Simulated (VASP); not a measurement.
# Be3Te4 in VASP: notebook, part 2 of 2

VASP 6.6.1. The steps go on from the part before.

## Step 4: Single point, PBE (atoms taken out)

File INCAR:

```
SYSTEM = Be3Te4
  ALGO = Normal
  EDIFF = 1E-6
  ENCUT = 520
  GGA = PE
  ISIF = 2
  ISMEAR = 0
  LASPH = .True.
  LCHARG = .False.
  LREAL = .False.
  LWAVE = .False.
  NBANDS = 24
  NELM = 80
  PREC = Accurate
  SIGMA = 0.1
```

File KPOINTS:

```
k-points
0
Gamma
  8 8 8
  0 0 0
```

File POSCAR:

```
Be3Te4
1.0
   -2.7010537706      2.7010537706      5.9271995321
    2.7010537706     -2.7010537706      5.9271995321
    2.7010537706      2.7010537706     -5.9271995321
Be Te
3 4
Direct
    0.2500000000      0.7500000000      0.5000000000
    0.7500000000      0.2500000000      0.5000000000
    0.5000000000      0.5000000000      0.0000000000
    0.3703997662      0.8814200847      0.0000000000
    0.8814200847      0.3703997662      0.0000000000
    0.1185799153      0.1185799153      0.4889796815
    0.6296002338      0.6296002338      0.5110203185
```

Potentials or basis: VASP PAW PBE potentials, release 64 (Be, Te).

The run is started by

```
$ cat potpaw_PBE.64/Be/POTCAR potpaw_PBE.64/Te/POTCAR > POTCAR
$ mpirun -np 1 vasp_std > vasp.out
```

OUTCAR:

```text
SYSTEM = Be3Te4
   EDIFF = 1E-6
   ENCUT = 520
   GGA = PE
   ISIF = 2
   ISMEAR = 0
   LASPH = .True.
   LREAL = .False.
   NELM = 80
   PREC = Accurate

 ion  position               nearest neighbor table
   1  0.250  0.750  0.500-   7 2.41   4 2.41   5 2.41   6 2.41
   2  0.750  0.250  0.500-   7 2.41   5 2.41   4 2.41   6 2.41
   3  0.500  0.500  0.000-   6 2.46   5 2.46   4 2.46   7 2.46
   4  0.370  0.881  0.000-   2 2.41   1 2.41   3 2.46
   5  0.881  0.370  0.000-   1 2.41   2 2.41   3 2.46
   6  0.119  0.119  0.489-   1 2.41   2 2.41   3 2.46
   7  0.630  0.630  0.511-   1 2.41   2 2.41   3 2.46

  LATTYP: Found a body centered tetragonal cell.
 ALAT       =     5.4021075412
 C/A-ratio  =     2.1944026426

  Lattice vectors:

 A1 = (  -2.7010537706,   2.7010537706,   5.9271995321)
 A2 = (   2.7010537706,  -2.7010537706,   5.9271995321)
 A3 = (   2.7010537706,   2.7010537706,  -5.9271995321)

Analysis of symmetry for initial positions (statically):
=====================================================================
 Subroutine PRICEL returns:
 Original cell was already a primitive cell.

 Routine SETGRP: Setting up the symmetry group for a
 body centered tetragonal supercell.

 Subroutine GETGRP returns: Found  8 space group operations
 (whereof  8 operations were pure point group operations)
 out of a pool of 16 trial point group operations.

The static configuration has the point symmetry D_2d.

Analysis of symmetry for dynamics (positions and initial velocities):
=====================================================================
 Subroutine PRICEL returns:
 Original cell was already a primitive cell.

 Routine SETGRP: Setting up the symmetry group for a
 body centered tetragonal supercell.

 Subroutine GETGRP returns: Found  8 space group operations
 (whereof  8 operations were pure point group operations)
 out of a pool of 16 trial point group operations.

The dynamic configuration has the point symmetry D_2d.

 Subroutine INISYM returns: Found  8 space group operations
 (whereof  8 operations are pure point group operations),
 and found     1 'primitive' translations

----------------------------------------------------------------------------------------

                                     Primitive cell

  volume of cell :     172.9721

  direct lattice vectors                    reciprocal lattice vectors
    -2.701053771  2.701053771  5.927199532     0.000000000  0.185112938  0.084356870
     2.701053771 -2.701053771  5.927199532     0.185112938  0.000000000  0.084356870
     2.701053771  2.701053771 -5.927199532     0.185112938  0.185112938  0.000000000

  length of vectors
     7.051459227  7.051459227  7.051459227     0.203427829  0.203427829  0.261789228

  position of ions in fractional coordinates (direct lattice)
     0.250000000  0.750000000  0.500000000
     0.750000000  0.250000000  0.500000000
     0.500000000  0.500000000  0.000000000
     0.370399766  0.881420085  0.000000000
     0.881420085  0.370399766  0.000000000
     0.118579915  0.118579915  0.488979681
     0.629600234  0.629600234  0.511020319

  ion indices of the primitive-cell ions
   primitive index   ion index
                 1           1
                 2           2
[... 36 lines left out ...]
  0.250000  0.000000  0.000000      8.000000
  0.375000  0.000000  0.000000      8.000000
  0.500000  0.000000  0.000000      4.000000
  0.125000  0.125000  0.000000      8.000000
[... 16 lines left out ...]
  0.250000  0.125000  0.125000     16.000000
  0.375000  0.125000  0.125000      8.000000
 [... further k-points ...]
   k-points           NKPTS =     59   k-points in BZ     NKDIM =     59   number of bands    NBANDS=     24
   number of dos      NEDOS =    301   number of ions     NIONS =      7
   total plane-waves  NPLWV = 157464
   dimension x,y,z NGX =    54 NGY =   54 NGZ =   54
   dimension x,y,z NGXF=   108 NGYF=  108 NGZF=  108
   ions per type =               3   4
   NGX,Y,Z   is equivalent  to a cutoff of  12.73, 12.73, 12.73 a.u.
   NGXF,Y,Z  is equivalent  to a cutoff of  25.46, 25.46, 25.46 a.u.
 SYSTEM =  Be3Te4
   PREC   = accura    normal or accurate (medium, high low for compatibility)
   ISTART =      0    job   : 0-new  1-cont  2-samecut
   ICHARG =      2    charge: 1-file 2-atom 10-const
   ISPIN  =      1    spin polarized calculation?
   LNONCOLLINEAR =      F non collinear calculations
   LSORBIT =      F    spin-orbit coupling
   LASPH  =      T    aspherical Exc in radial PAW
   ENCUT  =  520.0 eV  38.22 Ry    6.18 a.u.  13.11 13.11 13.11*2*pi/ulx,y,z
   NELM   =     80;   NELMIN=  2; NELMDL= -5     # of ELM steps
   EDIFF  = 0.1E-05   stopping-criterion for ELM
   LREAL  =      F    real-space projection
   EDIFFG = 0.1E-04   stopping-criterion for IOM
   NSW    =      0    number of steps for IOM
   IBRION =     -1    ionic relax: 0-MD 1-quasi-New 2-CG
   NFREE  =      0    steps in history (QN), initial steepest desc. (CG)
   ISIF   =      2    stress and relaxation
   ISYM   =      2    0-nonsym 1-usesym 2-fastsym
   POTIM  = 0.5000    time-step for ionic-motion
   TEBEG  =    0.0;   TEEND  =   0.0 temperature during run
   PSTRESS=    0.0 pullay stress
   NELECT =      30.0000    total number of electrons
   NUPDOWN=      -1.0000    fix difference up-down
   EMIN   =  10.00;   EMAX   =-10.00  energy-range for DOS
   EFERMI =   0.00;   METHOD = LEGACY
   ISMEAR =     0;   SIGMA  =   0.10  broadening in eV -4-tet -1-fermi 0-gaus
   EFERMI_NEDOS =   21; number of points for ismear=-14 and -15
   IALGO  =     38    algorithm
   IMIX   =      4    mixing-type and parameters
     AMIX     =   0.40;   BMIX     =  1.00
     AMIX_MAG =   1.60;   BMIX_MAG =  1.00
  volume/ion in A,a.u.               =      24.71       166.75
  Fermi-wavevector in a.u.,A,eV,Ry     =   0.912970  1.725263 11.340653  0.833515
  Thomas-Fermi vector in A             =   2.037428
   LORBIT       =      0    0 simple, 1 ext, 2 COOP (PROOUT), +10 PAW based schemes
   GGA     = PE    functional components
   LHFCALC =     F    Hartree Fock is set to
   AEXX    =    0.0000 exact exchange contribution
   IVDW    =     0    specifies the selected vdW correction
   LEPSILON=     F    determine dielectric tensor
   LRPA    =     F    only Hartree local field effects (RPA)
 non-spin polarized calculation
 Gauss-broadening in eV      SIGMA  =   0.10
  energy-cutoff  :      520.00
  volume of cell :      172.97
 maximum number of plane-waves:      4688
 NGX is ok and might be reduce to    54
   NGX = 27   NGY = 27   NGZ = 27

 number of electron      29.9999999 magnetization

 Free energy of the ion-electron system (eV)
  ---------------------------------------------------
  ext. energy  EPLUGINS =         0.00000000
  ---------------------------------------------------
  free energy    TOTEN  =       -24.86638639 eV

  energy without entropy =      -24.84877526  energy(sigma->0) =      -24.85758083

 E-fermi :   4.5585     XC(G=0):  -8.9776

 val. band max:        4.5384970396   @ k =   0.3750   0.0000   0.0000
 cond. band min:       4.5614113315   @ k =   0.5000   0.5000   0.3750
 fundamental gap:      0.0229142919
 Fermi energy:         4.5585028586

 k-point     1 :       0.0000    0.0000    0.0000
  band No.  band energies     occupation
      1      -7.4106      2.00000
      2      -5.7905      2.00000
      3      -5.3706      2.00000
      4      -5.3706      2.00000
      5      -0.4086      2.00000
      6       0.2169      2.00000
[... 637 lines left out ...]
     23      10.2300      0.00000
     24      10.5145      0.00000

 [... further k-points ...]

------------------------ aborting loop because EDIFF is reached ----------------------------------------

  FORCE on cell =-STRESS in cart. coord.  units (eV):
  Direction    XX          YY          ZZ          XY          YZ          ZX
  --------------------------------------------------------------------------------------
  -------------------------------------------------------------------------------------
  Total        0.0818539      0.0818539      0.1538966      0.0000000      0.0000000      0.0000000
  in kB        0.7581825      0.7581825      1.4254884      0.0000000      0.0000000      0.0000000
  external PRESSURE =       0.9806178 kB  Pullay stress =       0.0000000 kB

 VOLUME and BASIS-vectors are now :
 -----------------------------------------------------------------------------
  energy-cutoff  :      520.00
  volume of cell :      172.97
      direct lattice vectors                 reciprocal lattice vectors
    -2.701053771  2.701053771  5.927199532     0.000000000  0.185112938  0.084356870
     2.701053771 -2.701053771  5.927199532     0.185112938  0.000000000  0.084356870
     2.701053771  2.701053771 -5.927199532     0.185112938  0.185112938  0.000000000

 POSITION                                       TOTAL-FORCE (eV/Angst)
 -----------------------------------------------------------------------------------
      2.70105     -0.00000      2.96360        -0.000000      0.000000      0.000000
     -0.00000      2.70105      2.96360        -0.000000      0.000000      0.000000
      0.00000      0.00000      5.92720        -0.000000      0.000000      0.000000
      1.38029     -1.38029      7.41979         0.005473     -0.005473     -0.010489
     -1.38029      1.38029      7.41979        -0.005473      0.005473     -0.010489
      1.32076      1.32076     -1.49259        -0.005473     -0.005473      0.010489
      1.38029      1.38029      4.43461         0.005473      0.005473      0.010489
 -----------------------------------------------------------------------------------
    total drift:                                0.000002      0.000002      0.000002

  FREE ENERGIE OF THE ION-ELECTRON SYSTEM (eV)
  ---------------------------------------------------
  free  energy   TOTEN  =       -24.8663863949 eV

  energy  without entropy=      -24.8487752619  energy(sigma->0) =      -24.85758083
```

Run time: 3.1 min. Hardware: 1 thread of Intel Xeon 6975P-C (Granite Rapids), shared host; peak memory 0.51 GiB.

Results:

- Free energy: -24.8664 eV
- Pressure: 0.1 GPa
- Largest force: 0.013 eV/Å
- Band gap on the k mesh: zero (bands 15 and 16 overlap by 1.28 eV)

Forces in eV/Å, atoms in the order of the input:
```
Be   0.000  0.000  0.000
Be   0.000  0.000  0.000
Be   0.000  0.000  0.000
Te   0.005 -0.005 -0.010
Te  -0.005  0.005 -0.010
Te  -0.005 -0.005  0.010
Te   0.005  0.005  0.010
```

Caveat: the cell differs from its parent crystal (atoms taken out); spin-orbit coupling is left out, which moves the levels of the heavy elements.

## Step 5: The runs side by side

```csv
task,cell,k mesh,cutoff (eV),smearing,gap on the mesh (eV),pressure (GPa),largest force (eV/Å)
single point,"a = 5.463, b = 5.471, c = 6.961 Å, angles 113.1, 113.0, 90.1°, 7 atoms, atomic positions A",4 × 4 × 4,520,gaussian 0.2 eV,none,0.1,0.02
relaxation of cell and atoms,"relaxed from a = 6.548 Å, angles 131.9, 131.9, 70.4°, 7 atoms, atomic positions B",4 × 4 × 4,600,gaussian 0.2 eV,none,0.0,0.06
single point,"a = 7.051 Å, angles 135.0, 135.0, 65.6°, 7 atoms, atomic positions C",8 × 8 × 8,520,gaussian 0.1 eV,none,0.1,0.01
```

Alike in all rows: level PBE; potentials or basis VASP PAW PBE potentials, release 64 (Be, Te); no spin polarisation.

Caveats: spin-orbit coupling is left out, which moves the levels of the heavy elements; the relaxation stopped at a loose force limit of 0.08 eV/Å, so its end isn't a converged minimum (at least some runs).

Total energies depend on the potentials used, so only differences within one code and one set of settings carry meaning.
